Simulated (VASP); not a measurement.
# TiO2 (P4_2/mnm) in VASP: notebook, part 2 of 2

VASP 6.6.1. The steps go on from the part before.

## 3. Single point, BLYP+D3(BJ)

This run uses another cell than the first one, of 9.81 Å³/atom, 0.940 times its volume.

Input file INCAR:

```
SYSTEM = TiO2
PREC     = Accurate       ! precision mode
ENCUT    = 520            ! plane-wave cutoff, eV
EDIFF    = 1E-7           ! SCF threshold, eV
ISMEAR   = -1             ! smearing method
SIGMA    = 0.05           ! smearing width, eV
LREAL    = .False.        ! projectors in reciprocal space
LASPH    = .True.         ! aspherical terms in the spheres
NELM     = 80             ! most SCF steps
ALGO     = Normal         ! electronic algorithm
ISIF     = 2              ! what is computed and relaxed
LWAVE    = .False.        ! write WAVECAR
LCHARG   = .False.        ! write CHGCAR
GGA      = B5             ! functional
ALDAX    = 1.0          
AGGAX    = 1.0          
AGGAC    = 1.0          
ALDAC    = 0.0          
IVDW     = 12             ! dispersion correction
NBANDS   = 33             ! bands
VDW_S6   = 1.0          
VDW_S8   = 2.6996       
VDW_A1   = 0.4298       
VDW_A2   = 4.2359
```

Input file KPOINTS:

```
Automatic mesh
0
Gamma
  6 6 9
  0 0 0
```

Input file POSCAR:

```
TiO2
1.0
    4.5059367448      0.0000000000      0.0000000000
    0.0000000000      4.5059367448      0.0000000000
    0.0000000000      0.0000000000      2.8988044961
Ti O
2 4
Direct
    0.0000000000      0.0000000000      0.5000000000
    0.5000000000      0.5000000000      0.0000000000
    0.3043213200      0.3043213200      0.5000000000
    0.1956786800      0.8043213200      0.0000000000
    0.8043213200      0.1956786800      0.0000000000
    0.6956786800      0.6956786800      0.5000000000
```

Potentials or basis: VASP PAW PBE potentials, release 64 (Ti_sv, O).

Started as:

```
cat potpaw_PBE.64/Ti_sv/POTCAR potpaw_PBE.64/O/POTCAR > POTCAR
mpirun -np 1 vasp_std > vasp.out
```

OUTCAR:

```text
SYSTEM = TiO2
   PREC = Accurate
   ENCUT = 520
   EDIFF = 1E-7
   ISMEAR = -1
   LREAL = .False.
   LASPH = .True.
   NELM = 80
   ISIF = 2
   GGA = B5
   IVDW = 12
 IVDW          = 12

 ion  position               nearest neighbor table
   1  0.000  0.000  0.500-   4 1.91   5 1.91   4 1.91   5 1.91   3 1.94   6 1.94
   2  0.500  0.500  0.000-   3 1.91   6 1.91   3 1.91   6 1.91   5 1.94   4 1.94
   3  0.304  0.304  0.500-   2 1.91   2 1.91   1 1.94
   4  0.196  0.804  0.000-   1 1.91   1 1.91   2 1.94
   5  0.804  0.196  0.000-   1 1.91   1 1.91   2 1.94
   6  0.696  0.696  0.500-   2 1.91   2 1.91   1 1.94

  LATTYP: Found a simple tetragonal cell.
 ALAT       =     4.5059367448
 C/A-ratio  =     0.6433300466

  Lattice vectors:

 A1 = (   4.5059367448,   0.0000000000,   0.0000000000)
 A2 = (   0.0000000000,   4.5059367448,   0.0000000000)
 A3 = (   0.0000000000,   0.0000000000,   2.8988044961)

Analysis of symmetry for initial positions (statically):
=====================================================================
 Subroutine PRICEL returns:
 Original cell was already a primitive cell.

 Routine SETGRP: Setting up the symmetry group for a
 simple tetragonal supercell.

 Subroutine GETGRP returns: Found 16 space group operations
 (whereof  8 operations were pure point group operations)
 out of a pool of 16 trial point group operations.

The static configuration has the point symmetry D_2h.
 The point group associated with its full space group is D_4h.

Analysis of symmetry for dynamics (positions and initial velocities):
=====================================================================
 Subroutine PRICEL returns:
 Original cell was already a primitive cell.

 Routine SETGRP: Setting up the symmetry group for a
 simple tetragonal supercell.

[... 130 lines left out ...]
   IALGO  =     38    algorithm
   IMIX   =      4    mixing-type and parameters
     AMIX     =   0.40;   BMIX     =  1.00
     AMIX_MAG =   1.60;   BMIX_MAG =  1.00
  volume/ion in A,a.u.               =       9.81        66.20
  Fermi-wavevector in a.u.,A,eV,Ry     =   1.529533  2.890398 31.830441  2.339471
  Thomas-Fermi vector in A             =   2.637141
   LORBIT       =      0    0 simple, 1 ext, 2 COOP (PROOUT), +10 PAW based schemes
   GGA     = B5    functional components
   LHFCALC =     F    Hartree Fock is set to
   AEXX    =    0.0000 exact exchange contribution
   IVDW    =    12    specifies the selected vdW correction
   LEPSILON=     F    determine dielectric tensor
   LRPA    =     F    only Hartree local field effects (RPA)
 non-spin polarized calculation
  energy-cutoff  :      520.00
  volume of cell :       58.86
 maximum number of plane-waves:      1612
 NGX is ok and might be reduce to    36
   NGX = 17   NGY = 17   NGZ = 11

 number of electron      47.9999993 magnetization

 Free energy of the ion-electron system (eV)
  ---------------------------------------------------
  ext. energy  EPLUGINS =         0.00000000
  ---------------------------------------------------
  free energy    TOTEN  =       -50.96616227 eV

  energy without entropy =      -50.96616227  energy(sigma->0) =      -50.96616227

 E-fermi :   6.7418     XC(G=0): -11.2460

 val. band max:        5.7731893843   @ k =   0.0000   0.0000   0.0000
 cond. band min:       7.7580676263   @ k =   0.0000   0.0000   0.0000
 fundamental gap:      1.9848782419
 Fermi energy:         6.7417571389

 k-point     1 :       0.0000    0.0000    0.0000
  band No.  band energies     occupation
      1     -50.7725      2.00000
      2     -50.7486      2.00000
      3     -27.2827      2.00000
      4     -27.2827      2.00000
      5     -27.0732      2.00000
      6     -27.0732      2.00000
[... 853 lines left out ...]
     32      11.4276      0.00000
     33      12.7903      0.00000

 [... further k-points ...]

------------------------ aborting loop because EDIFF is reached ----------------------------------------

 Edisp (eV)   -3.46833

 E8    (eV) :    -2.4401

  FORCE on cell =-STRESS in cart. coord.  units (eV):
  Direction    XX          YY          ZZ          XY          YZ          ZX
  --------------------------------------------------------------------------------------
  -------------------------------------------------------------------------------------
  Total       6.53246     6.53246     8.41707    -0.00000     0.00000     0.00000
  in kB     177.82730   177.82730   229.13014    -0.00000     0.00000     0.00000
  external pressure =      194.93 kB  Pullay stress =        0.00 kB

 VOLUME and BASIS-vectors are now :
 -----------------------------------------------------------------------------
  energy-cutoff  :      520.00
  volume of cell :       58.86
      direct lattice vectors                 reciprocal lattice vectors
     4.505936745  0.000000000  0.000000000     0.221929436  0.000000000  0.000000000
     0.000000000  4.505936745  0.000000000     0.000000000  0.221929436  0.000000000
     0.000000000  0.000000000  2.898804496     0.000000000  0.000000000  0.344969797

 POSITION                                       TOTAL-FORCE (eV/Angst)
 -----------------------------------------------------------------------------------
      0.00000      0.00000      1.44940         0.000000      0.000000     -0.000000
      2.25297      2.25297      0.00000         0.000000      0.000000     -0.000000
      1.37125      1.37125      1.44940        -0.308951     -0.308951      0.000000
      0.88172      3.62422      0.00000         0.308951     -0.308951     -0.000000
      3.62422      0.88172      0.00000        -0.308951      0.308951     -0.000000
      3.13468      3.13468      1.44940         0.308951      0.308951     -0.000000
 -----------------------------------------------------------------------------------
    total drift:                                0.000000      0.000000      0.000000

  FREE ENERGIE OF THE ION-ELECTRON SYSTEM (eV)
  ---------------------------------------------------
  free  energy   TOTEN  =       -54.4344968903 eV

  energy  without entropy=      -54.4344968902  energy(sigma->0) =      -54.43449689
```

OSZICAR:

```text
N       E                     dE             d eps       ncg     rms          rms(c)
DAV:   1     0.675146102356E+03    0.67515E+03   -0.24680E+04  3300   0.176E+03
DAV:   2     0.323995784059E+02   -0.64275E+03   -0.59131E+03  3604   0.526E+02
DAV:   3    -0.633283205576E+02   -0.95728E+02   -0.94033E+02  4386   0.195E+02
DAV:   4    -0.692490120988E+02   -0.59207E+01   -0.59090E+01  4859   0.450E+01
DAV:   5    -0.694934986376E+02   -0.24449E+00   -0.24447E+00  4319   0.743E+00    0.343E+01
DAV:   6    -0.511966686067E+02    0.18297E+02   -0.78329E+01  4307   0.940E+01    0.109E+01
DAV:   7    -0.511854202045E+02    0.11248E-01   -0.12992E+01  4025   0.336E+01    0.102E+01
DAV:   8    -0.510667064754E+02    0.11871E+00   -0.47861E-01  4106   0.561E+00    0.777E+00
DAV:   9    -0.510998510502E+02   -0.33145E-01   -0.10564E+00  4205   0.124E+01    0.333E+00
DAV:  10    -0.509736264131E+02    0.12622E+00   -0.52986E-01  4034   0.790E+00    0.866E-01
DAV:  11    -0.509674683686E+02    0.61580E-02   -0.23255E-02  4114   0.122E+00    0.395E-01
DAV:  12    -0.509662627995E+02    0.12056E-02   -0.62019E-03  3827   0.449E-01    0.808E-02
DAV:  13    -0.509661821946E+02    0.80605E-04   -0.27521E-04  4355   0.174E-01    0.415E-02
DAV:  14    -0.509661639245E+02    0.18270E-04   -0.80583E-05  4170   0.677E-02    0.131E-02
DAV:  15    -0.509661633026E+02    0.62193E-06   -0.56497E-06  4830   0.173E-02    0.813E-03
DAV:  16    -0.509661625453E+02    0.75727E-06   -0.12293E-06  4148   0.869E-03    0.406E-03
DAV:  17    -0.509661622689E+02    0.27645E-06   -0.61464E-07  4113   0.952E-03    0.505E-04
DAV:  18    -0.509661622711E+02   -0.22146E-08   -0.67999E-08  2122   0.198E-03
   1 F= -.54434497E+02 E0= -.54434497E+02  d E =-.120314E-09
```

Wall time 2.4 min (1 thread of Intel Xeon Platinum 8259CL at 2.50GHz (Skylake/Cascade Lake), shared host); peak memory 0.22 GiB.

Results:

* Free energy: -54.4345 eV
* Pressure: 19.5 GPa
* Largest force: 0.437 eV/Å
* Band gap on the k mesh: 1.98 eV, direct
* Dispersion energy per atom: -0.578 eV

Forces on the atoms (eV/Å):
```
Ti   0.000  0.000  0.000
Ti   0.000  0.000  0.000
O   -0.309 -0.309  0.000
O    0.309 -0.309  0.000
O   -0.309  0.309  0.000
O    0.309  0.309  0.000
```

Stress tensor (GPa, compression positive):
```
17.78  0.00  0.00
 0.00 17.78  0.00
 0.00  0.00 22.91
```

Levels at points of the mesh, in eV from the valence-band top:
| k point | band 22 | band 23 | band 24 | band 25 | band 26 | band 27 |
| --- | --- | --- | --- | --- | --- | --- |
| (0.00, 0.00, 0.00) | -0.46 | -0.46 | 0.00 | 1.98 | 2.33 | 2.55 |
| (0.50, 0.00, 0.00) | -1.68 | -0.78 | -0.78 | 2.73 | 2.73 | 3.25 |
| (0.50, 0.50, 0.00) | -1.31 | -1.07 | -1.07 | 2.04 | 2.04 | 2.69 |

Caveat: the PAW data sets were made with another functional, which shifts forces and pressure a little.

## 4. Single point, PBE

This run uses another cell than the first one, of 9.81 Å³/atom, 0.940 times its volume.

Input file INCAR:

```
SYSTEM = TiO2
PREC     = Accurate       ! precision mode
ENCUT    = 520            ! plane-wave cutoff, eV
EDIFF    = 1E-7           ! SCF threshold, eV
ISMEAR   = -1             ! smearing method
SIGMA    = 0.05           ! smearing width, eV
LREAL    = .FALSE.        ! projectors in reciprocal space
LASPH    = .TRUE.         ! aspherical terms in the spheres
NELM     = 60             ! most SCF steps
ALGO     = Normal         ! electronic algorithm
ISIF     = 2              ! what is computed and relaxed
LWAVE    = .FALSE.        ! write WAVECAR
LCHARG   = .FALSE.        ! write CHGCAR
GGA      = PE             ! functional
NBANDS   = 33             ! bands
```

Input file KPOINTS:

```
regular mesh
0
G
  6 6 9
  0 0 0
```

POSCAR is that of step 3.

Started as:

```
cat potpaw_PBE.64/Ti_sv/POTCAR potpaw_PBE.64/O/POTCAR > POTCAR
mpirun -np 1 vasp_std > vasp.out
```

Run time: 99 s. Hardware: 1 thread of Intel Xeon Platinum 8259CL at 2.50GHz (Skylake/Cascade Lake), shared host; peak memory 0.22 GiB.

The run converged. Its results:

```
Free energy            : -53.3366 eV
Pressure               : 22.4 GPa
Largest force          : 0.338 eV/Å
Band gap on the k mesh : 1.99 eV, direct
```

Forces on the atoms (eV/Å):
```
Ti   0.000  0.000  0.000
Ti   0.000  0.000  0.000
O   -0.239 -0.239  0.000
O    0.239 -0.239  0.000
O   -0.239  0.239  0.000
O    0.239  0.239  0.000
```

Stress tensor (GPa, compression positive):
```
21.10  0.00  0.00
 0.00 21.10  0.00
 0.00  0.00 24.87
```

Levels at points of the mesh, in eV from the valence-band top:
| k point | band 20 | band 21 | band 22 | band 23 | band 24 | band 25 | band 26 | band 27 | band 28 | band 29 |
| --- | --- | --- | --- | --- | --- | --- | --- | --- | --- | --- |
| (0.00, 0.00, 0.00) | -2.03 | -0.69 | -0.46 | -0.46 | 0.00 | 1.99 | 2.32 | 2.58 | 2.69 | 2.69 |
| (0.50, 0.00, 0.00) | -3.17 | -1.70 | -1.70 | -0.80 | -0.80 | 2.74 | 2.74 | 3.28 | 3.28 | 3.84 |
| (0.50, 0.50, 0.00) | -2.37 | -1.32 | -1.32 | -1.08 | -1.08 | 2.04 | 2.04 | 2.71 | 2.71 | 4.14 |

A k mesh can miss the band edges. Expect the measured gap to be larger: semilocal functionals such as PBE lack the derivative discontinuity.

## 5. Single point, BLYP+D3(BJ)

This run uses another cell than the first one, of 10.02 Å³/atom, 0.960 times its volume.

Input file INCAR:

```
  AGGAC = 1.0
  AGGAX = 1.0
  ALDAC = 0.0
  ALDAX = 1.0
  ALGO = Normal
  EDIFF = 1E-7
  ENCUT = 520
  GGA = B5
  ISIF = 2
  ISMEAR = -1
  IVDW = 12
  LASPH = True
  LCHARG = False
  LREAL = False
  LWAVE = False
  NBANDS = 33
  NELM = 100
  PREC = Accurate
  SIGMA = 0.05
  VDW_A1 = 0.4298
  VDW_A2 = 4.2359
  VDW_S6 = 1.0
  VDW_S8 = 2.6996
```

Input file KPOINTS:

```
k-points
0
Gamma
  6 6 9
```

POSCAR: that of step 4 with these lines changed.

```diff
@@ -2,5 +2,5 @@
 1.0
-    4.5059367448      0.0000000000      0.0000000000
-    0.0000000000      4.5059367448      0.0000000000
-    0.0000000000      0.0000000000      2.8988044961
+    4.5376697393      0.0000000000      0.0000000000
+    0.0000000000      4.5376697393      0.0000000000
+    0.0000000000      0.0000000000      2.9192192849
 Ti O
```

Started as:

```
cat potpaw_PBE.64/Ti_sv/POTCAR potpaw_PBE.64/O/POTCAR > POTCAR
mpirun -np 1 vasp_std > vasp.out
```

Run time: 2.1 min. Hardware: 1 thread of Intel Xeon Platinum 8259CL at 2.50GHz (Skylake/Cascade Lake), shared host; peak memory 0.22 GiB.

The run converged. Its results:

* Free energy: -54.5641 eV
* Pressure: 13.1 GPa
* Largest force: 0.322 eV/Å
* Band gap on the k mesh: 1.93 eV, direct
* Dispersion energy per atom: -0.566 eV

Forces on the atoms (eV/Å):
```
Ti   0.000  0.000  0.000
Ti   0.000  0.000  0.000
O   -0.227 -0.227  0.000
O    0.227 -0.227  0.000
O   -0.227  0.227  0.000
O    0.227  0.227  0.000
```

Stress tensor (GPa, compression positive):
```
11.95  0.00  0.00
 0.00 11.95  0.00
 0.00  0.00 15.49
```

Levels at points of the mesh, in eV from the valence-band top:
| k point | band 20 | band 21 | band 22 | band 23 | band 24 | band 25 | band 26 | band 27 | band 28 | band 29 |
| --- | --- | --- | --- | --- | --- | --- | --- | --- | --- | --- |
| (0.00, 0.00, 0.00) | -1.99 | -0.70 | -0.46 | -0.46 | 0.00 | 1.93 | 2.26 | 2.48 | 2.59 | 2.59 |
| (0.50, 0.00, 0.00) | -3.10 | -1.67 | -1.67 | -0.76 | -0.76 | 2.65 | 2.65 | 3.15 | 3.15 | 3.70 |
| (0.50, 0.50, 0.00) | -2.28 | -1.31 | -1.31 | -1.07 | -1.07 | 1.98 | 1.98 | 2.61 | 2.61 | 3.98 |

Caveat: the PAW data sets were made with another functional, which shifts forces and pressure a little.

## 6. Overview

```tsv
level	U	cell	gap on the mesh (eV)	pressure (GPa)	largest force (eV/Å)
PBE+U	Ti d U = 5.0 eV	a = 4.600, b = 4.600, c = 2.959 Å, 6 atoms	2.49	14.3	0.17
BLYP+D3(BJ)	-	a = 4.506, b = 4.506, c = 2.899 Å, 6 atoms	1.98	19.5	0.44
PBE	-	a = 4.506, b = 4.506, c = 2.899 Å, 6 atoms	1.99	22.4	0.34
BLYP+D3(BJ)	-	a = 4.538, b = 4.538, c = 2.919 Å, 6 atoms	1.93	13.1	0.32
```

Alike in all rows: task single point; potentials or basis VASP PAW PBE potentials, release 64 (Ti_sv, O); no spin polarisation; k mesh 6 × 6 × 9; cutoff (eV) 520; smearing fermi-dirac 0.05 eV.

Caveats: the PAW data sets were made with another functional, which shifts forces and pressure a little (some runs).

Absolute energies hang on the potentials; compare differences alone.
